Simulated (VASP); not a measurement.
Write the native input for VASP 6.6.1 that does the following.

```
Task                   : single point
Functional             : PBE
Potentials or basis    : VASP PAW PBE potentials, release 64 (Sr_sv, Te)
Cutoff                 : 500 eV
k mesh                 : 6 × 6 × 6
Occupations            : gaussian, width 0.02 eV
Spin                   : no spin polarisation
Dipole correction      : no
Further INCAR settings : ALGO = Normal; EDIFF = 1e-06; NBANDS = 42
```

The structure of SrTe lies in POSCAR:

```
SrTe
1.0
    6.7188884341      0.0000000000      0.0000000000
    0.0000000000     -6.7188884341      0.0000000000
    0.0000000000      0.0000000000     -6.7188884341
Sr Te
4 4
Direct
    0.5000000000      0.0000000000      0.0000000000
    0.0000000000      0.5000000000      0.0000000000
    0.0000000000      0.0000000000      0.5000000000
    0.5000000000      0.5000000000      0.5000000000
    0.0000000000      0.0000000000      0.0000000000
    0.5000000000      0.5000000000      0.0000000000
    0.5000000000      0.0000000000      0.5000000000
    0.0000000000      0.5000000000      0.5000000000
```

These files were run (other wordings do the same):

INCAR

```
SYSTEM = SrTe
PREC = Accurate
ENCUT = 500
EDIFF = 1E-6
ISMEAR = 0
SIGMA = 0.02
LREAL = .FALSE.
LASPH = .TRUE.
NELM = 120
ALGO = Normal
ISIF = 2
LWAVE = .FALSE.
LCHARG = .FALSE.
GGA = PE
NBANDS = 42
GGA_COMPAT = .FALSE.
```

KPOINTS

```
regular mesh
0
G
  6 6 6
  0 0 0
```

Potentials or basis: VASP PAW PBE potentials, release 64 (Sr_sv, Te).

Command:

```sh
$ cat potpaw_PBE.64/Sr_sv/POTCAR potpaw_PBE.64/Te/POTCAR > POTCAR
$ mpirun -np 1 vasp_std > vasp.out
```

It gave:

```json
{"Pressure": "0.1 GPa", "Band gap on the k mesh": "1.76 eV"}
```

Caveat: spin-orbit coupling is left out, which moves the levels of the heavy elements.

It took 3.7 min on 1 thread of Intel(R) Xeon(R) 6975P-C (Granite Rapids), with other jobs on the host, peak memory 0.44 GiB.
